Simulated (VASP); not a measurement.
# WC (P-6m2) in VASP: a series of runs

Runs on WC. Level: PBE. Tasks: single point.

Everything below comes from runs of VASP 6.6.1. Logs are shortened: lines on timing, memory, paths and dates and some standing lists are left out, and cuts for length are marked.

## (1) The cell of the first run

The structure is hexagonal, space group P-6m2 (No. 187). Conventional cell: a = 2.923 Å, b = 2.923 Å, c = 2.846 Å, α = 90.00°, β = 90.00°, γ = 120.00°. W (site symmetry -6m2) has 6 C at 2.21 Å and 8 W at 2.85 to 2.92 Å within 3.0 Å. C (site symmetry -6m2) has 6 W at 2.21 Å and 8 C at 2.85 to 2.92 Å within 3.0 Å.

## (2) Single point, PBE

Contents of INCAR:

```
ALGO = Normal
EDIFF = 1E-6
ENCUT = 1300
GGA = PE
GGA_COMPAT = F
ISIF = 2
ISMEAR = 0
LASPH = T
LCHARG = F
LREAL = F
LWAVE = F
NBANDS = 16
NELM = 120
PREC = Accurate
SIGMA = 0.1
```

Contents of KPOINTS:

```
k-points
0
Gamma
  9 9 8
```

Contents of POSCAR:

```
WC
1.0
    2.9226611779      0.0000000000      0.0000000000
   -1.4613305890      2.5310988267      0.0000000000
    0.0000000000      0.0000000000      2.8463861539
W C
1 1
Direct
    0.0000000000      0.0000000000      0.0000000000
    0.3333333333      0.6666666667      0.5000000000
```

Potentials or basis: VASP PAW PBE potentials, release 64 (W_sv, C_h).

Command:

```console
$ cat potpaw_PBE.64/W_sv/POTCAR potpaw_PBE.64/C_h/POTCAR > POTCAR
$ mpirun -np 1 vasp_std > vasp.out
```

OUTCAR:

```text
EDIFF = 1E-6
   ENCUT = 1300
   GGA = PE
   ISIF = 2
   ISMEAR = 0
   LASPH = T
   LREAL = F
   NELM = 120
   PREC = Accurate

 ion  position               nearest neighbor table
   1  0.000  0.000  0.000-   2 2.21   2 2.21   2 2.21   2 2.21   2 2.21   2 2.21
   2  0.333  0.667  0.500-   1 2.21   1 2.21   1 2.21   1 2.21   1 2.21   1 2.21

  LATTYP: Found a hexagonal cell.
 ALAT       =     2.9226611779
 C/A-ratio  =     0.9739022010

  Lattice vectors:

 A1 = (   2.9226611779,   0.0000000000,   0.0000000000)
 A2 = (  -1.4613305890,   2.5310988267,   0.0000000000)
 A3 = (   0.0000000000,   0.0000000000,   2.8463861539)

Analysis of symmetry for initial positions (statically):
=====================================================================
 Subroutine PRICEL returns:
 Original cell was already a primitive cell.

 Routine SETGRP: Setting up the symmetry group for a
 hexagonal supercell.

 Subroutine GETGRP returns: Found 12 space group operations
 (whereof 12 operations were pure point group operations)
 out of a pool of 24 trial point group operations.

The static configuration has the point symmetry D_3h.

Analysis of symmetry for dynamics (positions and initial velocities):
=====================================================================
 Subroutine PRICEL returns:
 Original cell was already a primitive cell.

 Routine SETGRP: Setting up the symmetry group for a
 hexagonal supercell.

 Subroutine GETGRP returns: Found 12 space group operations
 (whereof 12 operations were pure point group operations)
 out of a pool of 24 trial point group operations.

The dynamic configuration has the point symmetry D_3h.

 Subroutine INISYM returns: Found 12 space group operations
 (whereof 12 operations are pure point group operations),
 and found     1 'primitive' translations

----------------------------------------------------------------------------------------

                                     Primitive cell

  volume of cell :      21.0563

  direct lattice vectors                    reciprocal lattice vectors
     2.922661178  0.000000000  0.000000000     0.342153927  0.197542662  0.000000000
    -1.461330589  2.531098827  0.000000000     0.000000000  0.395085324  0.000000000
     0.000000000  0.000000000  2.846386154     0.000000000  0.000000000  0.351322676

  length of vectors
     2.922661178  2.922661178  2.846386154     0.395085324  0.395085324  0.351322676

  position of ions in fractional coordinates (direct lattice)
     0.000000000  0.000000000  0.000000000
     0.333333333  0.666666667  0.500000000

  ion indices of the primitive-cell ions
   primitive index   ion index
                 1           1
                 2           2

----------------------------------------------------------------------------------------

 KPOINTS: k-points

Automatic generation of k-mesh.
 Grid dimensions read from file:
 generate k-points for:    9    9    8

 Generating k-lattice:

  Cartesian coordinates                     Fractional coordinates (reciprocal lattice)
     0.038017103  0.021949185  0.000000000     0.111111111  0.000000000  0.000000000
     0.000000000  0.043898369  0.000000000     0.000000000  0.111111111  0.000000000
     0.000000000  0.000000000  0.043915334     0.000000000  0.000000000  0.125000000

  Length of vectors
     0.043898369  0.043898369  0.043915334

  Shift w.r.t. Gamma in fractional coordinates (k-lattice)
     0.000000000  0.000000000  0.000000000

 Subroutine IBZKPT returns following result:
 ===========================================

 Found     60 irreducible k-points:

 Following reciprocal coordinates:
            Coordinates               Weight
  0.000000  0.000000  0.000000      1.000000
  0.111111 -0.000000  0.000000      6.000000
  0.222222 -0.000000  0.000000      6.000000
  0.333333 -0.000000  0.000000      6.000000
  0.444444 -0.000000  0.000000      6.000000
  0.111111  0.111111  0.000000      6.000000
[... 16 lines left out ...]
  0.333333  0.222222  0.125000     24.000000
  0.333333  0.333333  0.125000      4.000000
 [... further k-points ...]
   k-points           NKPTS =     60   k-points in BZ     NKDIM =     60   number of bands    NBANDS=     16
   number of dos      NEDOS =    301   number of ions     NIONS =      2
   total plane-waves  NPLWV =  46656
   dimension x,y,z NGX =    36 NGY =   36 NGZ =   36
   dimension x,y,z NGXF=    72 NGYF=   72 NGZF=   72
   ions per type =               1   1
   NGX,Y,Z   is equivalent  to a cutoff of  20.48, 20.48, 21.03 a.u.
   NGXF,Y,Z  is equivalent  to a cutoff of  40.95, 40.95, 42.05 a.u.
 SYSTEM =  unknown system
   PREC   = accura    normal or accurate (medium, high low for compatibility)
   ISTART =      0    job   : 0-new  1-cont  2-samecut
   ICHARG =      2    charge: 1-file 2-atom 10-const
   ISPIN  =      1    spin polarized calculation?
   LNONCOLLINEAR =      F non collinear calculations
   LSORBIT =      F    spin-orbit coupling
   LASPH  =      T    aspherical Exc in radial PAW
   ENCUT  = 1300.0 eV  95.55 Ry    9.77 a.u.   8.59  8.59  8.37*2*pi/ulx,y,z
   NELM   =    120;   NELMIN=  2; NELMDL= -5     # of ELM steps
   EDIFF  = 0.1E-05   stopping-criterion for ELM
   LREAL  =      F    real-space projection
   EDIFFG = 0.1E-04   stopping-criterion for IOM
   NSW    =      0    number of steps for IOM
   IBRION =     -1    ionic relax: 0-MD 1-quasi-New 2-CG
   NFREE  =      0    steps in history (QN), initial steepest desc. (CG)
   ISIF   =      2    stress and relaxation
   ISYM   =      2    0-nonsym 1-usesym 2-fastsym
   POTIM  = 0.5000    time-step for ionic-motion
   TEBEG  =    0.0;   TEEND  =   0.0 temperature during run
   PSTRESS=    0.0 pullay stress
   NELECT =      18.0000    total number of electrons
   NUPDOWN=      -1.0000    fix difference up-down
   EMIN   =  10.00;   EMAX   =-10.00  energy-range for DOS
   EFERMI =   0.00;   METHOD = LEGACY
   ISMEAR =     0;   SIGMA  =   0.10  broadening in eV -4-tet -1-fermi 0-gaus
   EFERMI_NEDOS =   21; number of points for ismear=-14 and -15
   IALGO  =     38    algorithm
   IMIX   =      4    mixing-type and parameters
     AMIX     =   0.40;   BMIX     =  1.00
     AMIX_MAG =   1.60;   BMIX_MAG =  1.00
  volume/ion in A,a.u.               =      10.53        71.05
  Fermi-wavevector in a.u.,A,eV,Ry     =   1.553717  2.936099 32.844953  2.414036
  Thomas-Fermi vector in A             =   2.657907
   LORBIT       =      0    0 simple, 1 ext, 2 COOP (PROOUT), +10 PAW based schemes
   GGA     = PE    functional components
   LHFCALC =     F    Hartree Fock is set to
   AEXX    =    0.0000 exact exchange contribution
   IVDW    =     0    specifies the selected vdW correction
   LEPSILON=     F    determine dielectric tensor
   LRPA    =     F    only Hartree local field effects (RPA)
 non-spin polarized calculation
 Gauss-broadening in eV      SIGMA  =   0.10
  energy-cutoff  :     1300.00
  volume of cell :       21.06
 maximum number of plane-waves:      2284
 NGX is ok and might be reduce to    36
   NGX = 17   NGY = 17   NGZ = 17

 number of electron      18.0000000 magnetization

 Free energy of the ion-electron system (eV)
  ---------------------------------------------------
  ext. energy  EPLUGINS =         0.00000000
  ---------------------------------------------------
  free energy    TOTEN  =       -22.45661410 eV

  energy without entropy =      -22.45416345  energy(sigma->0) =      -22.45538878

 E-fermi :  11.1833     XC(G=0): -13.7531

 val. band max:       11.1212975868   @ k =   0.1111  -0.0000   0.3750
 cond. band min:      11.1852375138   @ k =   0.4444  -0.0000   0.5000
 fundamental gap:      0.0639399270
 Fermi energy:        11.1833273735

 k-point     1 :       0.0000    0.0000    0.0000
  band No.  band energies     occupation
      1     -62.8280      2.00000
      2     -26.8134      2.00000
      3     -26.7108      2.00000
      4     -26.7108      2.00000
      5      -3.1474      2.00000
      6       6.9719      2.00000
[... 8 lines left out ...]
     15      25.4123      0.00000
     16      27.7818      0.00000

 k-point     2 :       0.1111   -0.0000    0.0000
  band No.  band energies     occupation
      1     -62.8217      2.00000
      2     -26.8050      2.00000
      3     -26.8013      2.00000
      4     -26.7322      2.00000
      5      -2.8342      2.00000
      6       6.9627      2.00000
[... 8 lines left out ...]
     15      24.9288      0.00000
     16      28.4379      0.00000

 k-point     3 :       0.2222   -0.0000    0.0000
  band No.  band energies     occupation
      1     -62.8057      2.00000
      2     -27.0378      2.00000
      3     -26.7861      2.00000
      4     -26.7706      2.00000
      5      -1.9893      2.00000
      6       6.0307      2.00000
[... 8 lines left out ...]
     15      24.9133      0.00000
     16      29.4117      0.00000

 k-point     4 :       0.3333   -0.0000    0.0000
  band No.  band energies     occupation
      1     -62.7876      2.00000
      2     -27.2932      2.00000
      3     -26.8465      2.00000
      4     -26.7354      2.00000
      5      -0.8830      2.00000
      6       4.9866      2.00000
[... 8 lines left out ...]
     15      25.9560      0.00000
     16      27.7162      0.00000
[... 324 lines left out ...]
 k-point    22 :       0.2222    0.2222    0.1250
  band No.  band energies     occupation
      1     -62.7740      2.00000
      2     -27.2916      2.00000
      3     -26.9650      2.00000
      4     -26.8208      2.00000
      5      -0.1429      2.00000
      6       5.1220      2.00000
[... 8 lines left out ...]
     15      25.3914      0.00000
     16      27.5715      0.00000

 k-point    23 :       0.3333    0.2222    0.1250
  band No.  band energies     occupation
      1     -62.7650      2.00000
      2     -27.3483      2.00000
      3     -27.0645      2.00000
      4     -26.8016      2.00000
      5       0.5397      2.00000
      6       4.8670      2.00000
[... 8 lines left out ...]
     15      25.0948      0.00000
     16      27.9281      0.00000

 k-point    24 :       0.3333    0.3333    0.1250
  band No.  band energies     occupation
      1     -62.7618      2.00000
      2     -27.2596      2.00000
      3     -27.2097      2.00000
      4     -26.7950      2.00000
      5       0.8038      2.00000
      6       5.2720      2.00000
[... 8 lines left out ...]
     15      26.0157      0.00000
     16      26.8016      0.00000

 [... further k-points ...]
[... 5 lines left out ...]
  --------------------------------------------------------------------------------------
  -------------------------------------------------------------------------------------
  Total        0.1185362      0.1185362      0.1543035     -0.0000000     -0.0000000      0.0000000
  in kB        9.0194560      9.0194560     11.7409939     -0.0000000     -0.0000000      0.0000000
  external PRESSURE =       9.9266353 kB  Pullay stress =       0.0000000 kB

 VOLUME and BASIS-vectors are now :
 -----------------------------------------------------------------------------
  energy-cutoff  :     1300.00
  volume of cell :       21.06
      direct lattice vectors                 reciprocal lattice vectors
     2.922661178  0.000000000  0.000000000     0.342153927  0.197542662  0.000000000
    -1.461330589  2.531098827  0.000000000     0.000000000  0.395085324  0.000000000
     0.000000000  0.000000000  2.846386154     0.000000000  0.000000000  0.351322676

 POSITION                                       TOTAL-FORCE (eV/Angst)
 -----------------------------------------------------------------------------------
      0.00000      0.00000      0.00000         0.000000      0.000000      0.000000
     -0.00000      1.68740      1.42319        -0.000000      0.000000      0.000000
 -----------------------------------------------------------------------------------
    total drift:                                0.000000     -0.000000      0.000000

  FREE ENERGIE OF THE ION-ELECTRON SYSTEM (eV)
  ---------------------------------------------------
  free  energy   TOTEN  =       -22.4566141034 eV

  energy  without entropy=      -22.4541634516  energy(sigma->0) =      -22.45538878
```

Run time: 36 s. Hardware: 1 thread of Intel Xeon Platinum 8375C at 2.90GHz (Ice Lake), shared host; peak memory 0.27 GiB.

Results:

- Free energy: -22.4566 eV
- Pressure: 1.0 GPa
- Band gap on the k mesh: zero (bands 9 and 10 overlap by 1.19 eV)

Caveat: spin-orbit coupling is left out, which moves the levels of the heavy elements.

## (3) Single point, PBE

Contents of INCAR:

```
ALGO = Normal
EDIFF = 1E-6
ENCUT = 1300
GGA = PE
GGA_COMPAT = False
ISIF = 2
ISMEAR = 0
LASPH = True
LCHARG = False
LREAL = False
LWAVE = False
NBANDS = 16
NELM = 120
PREC = Accurate
SIGMA = 0.1
```

Contents of KPOINTS:

```
k-points
0
Gamma
  18 18 14
```

Contents of POSCAR:

```
WC
1.0
    2.9218906138      0.0000000000      0.0000000000
   -1.4609453069      2.5304314986      0.0000000000
    0.0000000000      0.0000000000      2.8472552532
W C
1 1
Direct
    0.0000000000      0.0000000000      0.0000000000
    0.3333333333      0.6666666667      0.5000000000
```

Potentials or basis: VASP PAW PBE potentials, release 64 (W_sv, C_h).

Command:

```console
$ cat potpaw_PBE.64/W_sv/POTCAR potpaw_PBE.64/C_h/POTCAR > POTCAR
$ mpirun -np 1 vasp_std > vasp.out
```

It took 3.3 min on 1 thread of Intel Xeon Platinum 8259CL at 2.50GHz (Skylake/Cascade Lake), shared host; peak memory 0.52 GiB.

The run converged. Its results:

```yaml
Free_energy: -22.4567 eV
Pressure: 0.9 GPa
Band_gap_on_the_k_mesh: zero (bands 9 and 10 overlap by 1.20 eV)
```

Stress tensor (GPa, compression positive):
```
0.86 0.00 0.00
0.00 0.86 0.00
0.00 0.00 1.10
```

Levels at points of the mesh, in eV from the Fermi level:
| k point | band 5 | band 6 | band 7 | band 8 | band 9 | band 10 | band 11 | band 12 | band 13 | band 14 |
| --- | --- | --- | --- | --- | --- | --- | --- | --- | --- | --- |
| (0.00, 0.00, 0.00) | -14.33 | -4.22 | -3.27 | -3.27 | 0.11 | 3.18 | 3.18 | 5.56 | 5.56 | 6.28 |
| (0.50, 0.00, 0.00) | -11.03 | -6.96 | -3.53 | -3.49 | -0.46 | 2.32 | 4.45 | 4.79 | 6.79 | 9.57 |
| (0.00, 0.00, 0.50) | -10.38 | -8.55 | -1.98 | -1.98 | -0.55 | -0.55 | 3.65 | 4.49 | 4.49 | 9.89 |
| (0.50, 0.00, 0.50) | -11.19 | -6.36 | -4.24 | -4.14 | 0.27 | 4.34 | 5.22 | 6.52 | 9.04 | 9.96 |

Caveat: spin-orbit coupling is left out, which moves the levels of the heavy elements.

The gap in the log of VASP goes by the Fermi energy; the results here count the filled bands.